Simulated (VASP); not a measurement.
Wanted: the native input for a VASP 6.6.1 run.

```yaml
Task: single point
Functional: PBE
Dispersion: D3(BJ)
Potentials_or_basis: VASP PAW PBE potentials, release 64 (Sn_d, S)
Cutoff: 500 eV
k_mesh: 4 × 8 × 6
Occupations: gaussian, width 0.02 eV
Spin: no spin polarisation
Dipole_correction: no
Further_INCAR_settings: ALGO = Normal; EDIFF = 1e-06; NBANDS = 50
```

The structure of SnS lies in POSCAR:

```
SnS
1.0
   11.1529593520      0.0000000000      0.0000000000
    0.0000000000      3.9997816004      0.0000000000
    0.0000000000      0.0000000000      4.2592846583
Sn S
4 4
Direct
    0.1183896944      0.2500000000      0.1116343133
    0.3816103056      0.7500000000      0.6116343133
    0.6183896944      0.2500000000      0.3883656867
    0.8816103056      0.7500000000      0.8883656867
    0.8529456787      0.2500000000      0.4749886911
    0.6470543213      0.7500000000      0.9749886911
    0.3529456787      0.2500000000      0.0250113089
    0.1470543213      0.7500000000      0.5250113089
```

These files were run (other wordings do the same):

INCAR

```
ALGO     = Normal         # electronic algorithm
EDIFF    = 1E-6           # SCF threshold, eV
ENCUT    = 500            # plane-wave cutoff, eV
GGA      = PE             # functional
GGA_COMPAT= False        
ISIF     = 2              # what is computed and relaxed
ISMEAR   = 0              # smearing method
IVDW     = 12             # dispersion correction
LASPH    = True           # aspherical terms in the spheres
LCHARG   = False          # write CHGCAR
LREAL    = False          # projectors in reciprocal space
LWAVE    = False          # write WAVECAR
NBANDS   = 50             # bands
NELM     = 120            # most SCF steps
PREC     = Accurate       # precision mode
SIGMA    = 0.02           # smearing width, eV
```

KPOINTS

```
k-points
0
Gamma
  4 8 6
```

Potentials or basis: VASP PAW PBE potentials, release 64 (Sn_d, S).

Run with:

```bash
$ cat potpaw_PBE.64/Sn_d/POTCAR potpaw_PBE.64/S/POTCAR > POTCAR
$ mpirun -np 1 vasp_std > vasp.out
```

Results of the run:

The pressure is -0.1 GPa and the largest force is 0.006 eV/Å. The band gap on the k mesh is 0.84 eV (least direct gap 1.17 eV) and the dispersion energy per atom is -0.347 eV.

Caveat: spin-orbit coupling is left out, which moves the levels of the heavy elements.

Run time: 4.2 min on 1 thread of Intel(R) Xeon(R) 6975P-C (Granite Rapids), with other jobs on the host, peak memory 0.52 GiB.
